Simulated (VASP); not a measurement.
# Pt (I4/mmm) in VASP: single point with PBEsol

Aim: the single point of Pt with PBEsol.

All numbers are computed with VASP 6.6.1; they aren't measurements. Logs are shortened: lines on timing, memory, paths and dates and some standing lists are left out, and cuts for length are marked.

### 1 The cell of the first run

It takes space group I4/mmm (No. 139, tetragonal). The conventional cell has a = 3.944 Å, b = 3.944 Å, c = 7.831 Å, α = 90.00°, β = 90.00°, γ = 90.00°. Within 3.7 Å of Pt (site symmetry -4m2) lie 8 Pt at 2.78 to 2.79 Å. Pt (site symmetry 4/mmm) has 8 Pt at 2.78 Å within 3.7 Å.

### 2 Single point, PBEsol

Contents of INCAR:

```
SYSTEM = Pt
  ALGO = Normal
  EDIFF = 1E-7
  ENCUT = 520
  GGA = PS
  ISIF = 2
  ISMEAR = -1
  LASPH = .TRUE.
  LCHARG = .TRUE.
  LELF = .TRUE.
  LREAL = .FALSE.
  LVHAR = .TRUE.
  LWAVE = .FALSE.
  NBANDS = 22
  NELM = 80
  PREC = Accurate
  SIGMA = 0.1
```

Contents of KPOINTS:

```
k-points
0
G
  8 8 8
  0 0 0
```

Contents of POSCAR:

```
Pt
1.0
   -1.9719360000      1.9719360000      3.9157340000
    1.9719360000     -1.9719360000      3.9157340000
    1.9719360000      1.9719360000     -3.9157340000
Pt
3
Direct
    0.7500000000      0.2500000000      0.5000000000
    0.2500000000      0.7500000000      0.5000000000
    0.5000000000      0.5000000000      0.0000000000
```

Potentials or basis: VASP PAW PBE potentials, release 64 (Pt).

Started as:

```console
$ cat potpaw_PBE.64/Pt/POTCAR > POTCAR
$ mpirun -np 1 vasp_std > vasp.out
```

OUTCAR:

```text
SYSTEM = Pt
   EDIFF = 1E-7
   ENCUT = 520
   GGA = PS
   ISIF = 2
   ISMEAR = -1
   LASPH = .TRUE.
   LREAL = .FALSE.
   NELM = 80
   PREC = Accurate

 ion  position               nearest neighbor table
   1  0.750  0.250  0.500-   3 2.78   3 2.78   3 2.78   3 2.78   2 2.79   2 2.79   2 2.79   2 2.79

   2  0.250  0.750  0.500-   3 2.78   3 2.78   3 2.78   3 2.78   1 2.79   1 2.79   1 2.79   1 2.79

   3  0.500  0.500  0.000-   2 2.78   1 2.78   1 2.78   2 2.78   1 2.78   2 2.78   2 2.78   1 2.78

  LATTYP: Found a body centered tetragonal cell.
 ALAT       =     3.9438720000
 C/A-ratio  =     1.9857307742

  Lattice vectors:

 A1 = (  -1.9719360000,   1.9719360000,   3.9157340000)
 A2 = (   1.9719360000,  -1.9719360000,   3.9157340000)
 A3 = (   1.9719360000,   1.9719360000,  -3.9157340000)

Analysis of symmetry for initial positions (statically):
=====================================================================
 Subroutine PRICEL returns:
 Original cell was already a primitive cell.

 Routine SETGRP: Setting up the symmetry group for a
 body centered tetragonal supercell.

 Subroutine GETGRP returns: Found 16 space group operations
 (whereof 16 operations were pure point group operations)
 out of a pool of 16 trial point group operations.

The static configuration has the point symmetry D_4h.

Analysis of symmetry for dynamics (positions and initial velocities):
=====================================================================
 Subroutine PRICEL returns:
 Original cell was already a primitive cell.

 Routine SETGRP: Setting up the symmetry group for a
 body centered tetragonal supercell.

 Subroutine GETGRP returns: Found 16 space group operations
 (whereof 16 operations were pure point group operations)
 out of a pool of 16 trial point group operations.

The dynamic configuration has the point symmetry D_4h.

 Subroutine INISYM returns: Found 16 space group operations
 (whereof 16 operations are pure point group operations),
 and found     1 'primitive' translations

----------------------------------------------------------------------------------------

                                     Primitive cell

  volume of cell :      60.9058

  direct lattice vectors                    reciprocal lattice vectors
    -1.971936000  1.971936000  3.915734000     0.000000000  0.253557925  0.127689981
     1.971936000 -1.971936000  3.915734000     0.253557925  0.000000000  0.127689981
     1.971936000  1.971936000 -3.915734000     0.253557925  0.253557925  0.000000000

  length of vectors
     4.807289874  4.807289874  4.807289874     0.283894967  0.283894967  0.358585056

  position of ions in fractional coordinates (direct lattice)
     0.750000000  0.250000000  0.500000000
     0.250000000  0.750000000  0.500000000
     0.500000000  0.500000000  0.000000000

  ion indices of the primitive-cell ions
   primitive index   ion index
                 1           1
                 2           2
                 3           3

----------------------------------------------------------------------------------------

 KPOINTS: k-points

Automatic generation of k-mesh.
 Grid dimensions read from file:
 generate k-points for:    8    8    8

 Generating k-lattice:

  Cartesian coordinates                     Fractional coordinates (reciprocal lattice)
     0.000000000  0.031694741  0.015961248     0.125000000  0.000000000  0.000000000
     0.031694741  0.000000000  0.015961248     0.000000000  0.125000000  0.000000000
     0.031694741  0.031694741  0.000000000     0.000000000  0.000000000  0.125000000

  Length of vectors
     0.035486871  0.035486871  0.044823132

  Shift w.r.t. Gamma in fractional coordinates (k-lattice)
     0.000000000  0.000000000  0.000000000

 Subroutine IBZKPT returns following result:
 ===========================================

 Found     59 irreducible k-points:

 Following reciprocal coordinates:
            Coordinates               Weight
  0.000000  0.000000  0.000000      1.000000
  0.125000 -0.000000  0.000000      8.000000
  0.250000 -0.000000  0.000000      8.000000
  0.375000  0.000000  0.000000      8.000000
  0.500000 -0.000000  0.000000      4.000000
  0.125000  0.125000  0.000000      8.000000
[... 16 lines left out ...]
  0.250000  0.125000  0.125000     16.000000
  0.375000  0.125000  0.125000      8.000000
 [... further k-points ...]
   k-points           NKPTS =     59   k-points in BZ     NKDIM =     59   number of bands    NBANDS=     22
   number of dos      NEDOS =    301   number of ions     NIONS =      3
   total plane-waves  NPLWV =  46656
   dimension x,y,z NGX =    36 NGY =   36 NGZ =   36
   dimension x,y,z NGXF=    72 NGYF=   72 NGZF=   72
   ions per type =               3
   NGX,Y,Z   is equivalent  to a cutoff of  12.45, 12.45, 12.45 a.u.
   NGXF,Y,Z  is equivalent  to a cutoff of  24.90, 24.90, 24.90 a.u.
 SYSTEM =  Pt
   PREC   = accura    normal or accurate (medium, high low for compatibility)
   ISTART =      0    job   : 0-new  1-cont  2-samecut
   ICHARG =      2    charge: 1-file 2-atom 10-const
   ISPIN  =      1    spin polarized calculation?
   LNONCOLLINEAR =      F non collinear calculations
   LSORBIT =      F    spin-orbit coupling
   LASPH  =      T    aspherical Exc in radial PAW
   ENCUT  =  520.0 eV  38.22 Ry    6.18 a.u.   8.94  8.94  8.94*2*pi/ulx,y,z
   NELM   =     80;   NELMIN=  2; NELMDL= -5     # of ELM steps
   EDIFF  = 0.1E-06   stopping-criterion for ELM
   LREAL  =      F    real-space projection
   EDIFFG = 0.1E-05   stopping-criterion for IOM
   NSW    =      0    number of steps for IOM
   IBRION =     -1    ionic relax: 0-MD 1-quasi-New 2-CG
   NFREE  =      0    steps in history (QN), initial steepest desc. (CG)
   ISIF   =      2    stress and relaxation
   ISYM   =      2    0-nonsym 1-usesym 2-fastsym
   POTIM  = 0.5000    time-step for ionic-motion
   TEBEG  =    0.0;   TEEND  =   0.0 temperature during run
   PSTRESS=    0.0 pullay stress
   NELECT =      30.0000    total number of electrons
   NUPDOWN=      -1.0000    fix difference up-down
   EMIN   =  10.00;   EMAX   =-10.00  energy-range for DOS
   EFERMI =   0.00;   METHOD = LEGACY
   ISMEAR =    -1;   SIGMA  =   0.10  broadening in eV -4-tet -1-fermi 0-gaus
   EFERMI_NEDOS =   21; number of points for ismear=-14 and -15
   IALGO  =     38    algorithm
   IMIX   =      4    mixing-type and parameters
     AMIX     =   0.40;   BMIX     =  1.00
     AMIX_MAG =   1.60;   BMIX_MAG =  1.00
  volume/ion in A,a.u.               =      20.30       137.00
  Fermi-wavevector in a.u.,A,eV,Ry     =   1.292892  2.443212 22.743094  1.671570
  Thomas-Fermi vector in A             =   2.424572
   LORBIT       =      0    0 simple, 1 ext, 2 COOP (PROOUT), +10 PAW based schemes
   GGA     = PS    functional components
   LHFCALC =     F    Hartree Fock is set to
   AEXX    =    0.0000 exact exchange contribution
   IVDW    =     0    specifies the selected vdW correction
   LEPSILON=     F    determine dielectric tensor
   LRPA    =     F    only Hartree local field effects (RPA)
 non-spin polarized calculation
  energy-cutoff  :      520.00
  volume of cell :       60.91
 maximum number of plane-waves:      1662
   NGX = 17   NGY = 17   NGZ = 17

 number of electron      30.0000000 magnetization

 Free energy of the ion-electron system (eV)
  ---------------------------------------------------
  ext. energy  EPLUGINS =         0.00000000
  ---------------------------------------------------
  free energy    TOTEN  =       -19.37200996 eV

  energy without entropy =      -19.23693485  energy(sigma->0) =      -19.30447241

 E-fermi :   6.4792     XC(G=0): -11.6997

 val. band max:        6.4774378633   @ k =  -0.3750   0.5000   0.3750
 cond. band min:       6.4907988959   @ k =  -0.2500  -0.2500   0.2500
 fundamental gap:      0.0133610327
 Fermi energy:         6.4791555983

 k-point     1 :       0.0000    0.0000    0.0000
  band No.  band energies     occupation
      1      -1.5105      2.00000
      2       1.4834      2.00000
      3       1.5639      2.00000
      4       1.7222      2.00000
      5       2.9372      2.00000
      6       2.9372      2.00000
[... 14 lines left out ...]
     21      14.6417      0.00000
     22      17.2104      0.00000

 k-point     2 :       0.1250   -0.0000    0.0000
  band No.  band energies     occupation
      1      -1.2820      2.00000
      2       1.6054      2.00000
      3       1.6524      2.00000
      4       1.8504      2.00000
      5       2.6487      2.00000
      6       2.6599      2.00000
[... 14 lines left out ...]
     21      15.6530      0.00000
     22      16.2595      0.00000

 k-point     3 :       0.2500   -0.0000    0.0000
  band No.  band energies     occupation
      1      -0.6378      2.00000
      2       1.8562      2.00000
      3       1.9543      2.00000
      4       2.1718      2.00000
      5       2.3851      2.00000
      6       2.5097      2.00000
[... 14 lines left out ...]
     21      16.3635      0.00000
     22      16.8097      0.00000

 k-point     4 :       0.3750    0.0000    0.0000
  band No.  band energies     occupation
      1       0.2409      2.00000
      2       1.9973      2.00000
      3       2.1505      2.00000
      4       2.5049      2.00000
      5       2.5715      2.00000
      6       2.6366      2.00000
[... 14 lines left out ...]
     21      16.5013      0.00000
     22      17.5000      0.00000

 k-point     5 :       0.5000   -0.0000    0.0000
  band No.  band energies     occupation
      1       0.7638      2.00000
      2       2.0601      2.00000
      3       2.1001      2.00000
      4       2.5682      2.00000
      5       2.7446      2.00000
      6       3.0668      2.00000
[... 417 lines left out ...]
 k-point    22 :       0.1250    0.1250    0.1250
  band No.  band energies     occupation
      1      -0.0913      2.00000
      2       1.8871      2.00000
      3       2.1467      2.00000
      4       2.1777      2.00000
      5       2.5152      2.00000
      6       2.8333      2.00000
[... 14 lines left out ...]
     21      13.3358      0.00000
     22      15.3370      0.00000

 k-point    23 :       0.2500    0.1250    0.1250
  band No.  band energies     occupation
      1       0.5572      2.00000
      2       1.6850      2.00000
      3       1.8846      2.00000
      4       2.3506      2.00000
      5       2.7709      2.00000
      6       3.2895      2.00000
[... 14 lines left out ...]
     21      13.7165      0.00000
     22      15.8897      0.00000

 k-point    24 :       0.3750    0.1250    0.1250
  band No.  band energies     occupation
      1       0.9767      2.00000
      2       1.4880      2.00000
      3       1.8080      2.00000
      4       2.3361      2.00000
      5       2.8108      2.00000
      6       3.4879      2.00000
[... 14 lines left out ...]
     21      13.6751      0.00000
     22      17.3966      0.00000

 [... further k-points ...]
[... 5 lines left out ...]
  --------------------------------------------------------------------------------------
  -------------------------------------------------------------------------------------
  Total       -8.3585868     -8.3585868     -9.0667568      0.0000000      0.0000000      0.0000000
  in kB     -219.8794458   -219.8794458   -238.5084367      0.0000000      0.0000000      0.0000000
  external PRESSURE =    -226.0891094 kB  Pullay stress =       0.0000000 kB

 VOLUME and BASIS-vectors are now :
 -----------------------------------------------------------------------------
  energy-cutoff  :      520.00
  volume of cell :       60.91
      direct lattice vectors                 reciprocal lattice vectors
    -1.971936000  1.971936000  3.915734000     0.000000000  0.253557925  0.127689981
     1.971936000 -1.971936000  3.915734000     0.253557925  0.000000000  0.127689981
     1.971936000  1.971936000 -3.915734000     0.253557925  0.253557925  0.000000000

 POSITION                                       TOTAL-FORCE (eV/Angst)
 -----------------------------------------------------------------------------------
     -0.00000      1.97194      1.95787         0.000000      0.000000      0.000000
      1.97194     -0.00000      1.95787        -0.000000     -0.000000      0.000000
      0.00000      0.00000      3.91573         0.000000     -0.000000     -0.000000
 -----------------------------------------------------------------------------------
    total drift:                               -0.000000      0.000000     -0.000000

  FREE ENERGIE OF THE ION-ELECTRON SYSTEM (eV)
  ---------------------------------------------------
  free  energy   TOTEN  =       -19.3720099626 eV

  energy  without entropy=      -19.2369348485  energy(sigma->0) =      -19.30447241
```

Run time: 49 s. Hardware: 1 thread of Intel Xeon Platinum 8488C (Sapphire Rapids), shared host; peak memory 0.23 GiB.

Results:

```
Free energy            : -19.3720 eV
Pressure               : -22.6 GPa
Band gap on the k mesh : zero (band 15 reaches 6.68 eV, above the bottom of band 16 at 6.31 eV)
```

Stress tensor (GPa, compression positive):
```
-21.99   0.00   0.00
  0.00 -21.99   0.00
  0.00   0.00 -23.85
```

Levels at points of the mesh, in eV from the Fermi level:
```
           k point  band 13  band 14  band 15  band 16  band 17  band 18
(0.00, 0.00, 0.00)    -0.36    -0.36    -0.22     0.87     3.87     7.55
(0.50, 0.00, 0.00)    -1.31    -1.27    -1.13     0.17     0.72     4.47
(0.50, 0.50, 0.00)    -0.94     0.03     0.20     0.64     1.02     2.02
(0.50, 0.50, 0.50)    -0.34     0.13     0.13     0.38     0.87     3.69
```

Caveat: the PAW data sets were made with another functional, which shifts forces and pressure a little; spin-orbit coupling is left out, which moves the levels of the heavy elements.
